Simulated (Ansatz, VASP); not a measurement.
## BaIn3P3 in VASP and in Ansatz

```
Ba In P
1.0
     5.66283    0.00000    0.00000
     0.00000    5.66283    0.00000
     0.00000    0.00000    5.66283
Ba In P
1 3 3
Direct
  0.50000 0.50000 0.50000
  0.50000 0.50000 0.00000
  0.00000 0.50000 0.50000
  0.50000 0.00000 0.50000
  0.50000 0.00000 0.00000
  0.00000 0.50000 0.00000
  0.00000 0.00000 0.50000
```

Change from the starting cell: species swapped into the La3GaBr3 type (Pm-3m, No. 221).

Alike in both runs: task relaxation of cell and atoms; functional PBE; k mesh 4 × 4 × 4; occupations gaussian, width 0.1 eV; no spin polarisation.

|  | VASP | Ansatz |
| --- | --- | --- |
| version | VASP 6.6.1 | Ansatz 0.2.0 |
| potentials or method | VASP PAW PBE potentials, release 64 (Ba_sv, In_d, P), cutoff 600 eV | scalar-relativistic, plane waves, PAW |
| valence electrons in the cell | 64 | 64 |

|  | VASP | Ansatz | Ansatz less VASP |
| --- | --- | --- | --- |
| gap on the k mesh at the Fermi level, each at its own relaxed structure (eV) | none | none | - |
| relaxed volume (Å³/atom) | 31.61 | 31.42 | -0.192 |
| relaxed cell length with the largest relative difference (Å) | 6.048 | 6.036 | -0.0123 |

A gap of «none» marks a metal or a gap that the smearing closes.

Neither program's run includes spin-orbit coupling. Noted on VASP's run: the volume moved by over 15 % at a fixed basis, so the end points are rough.
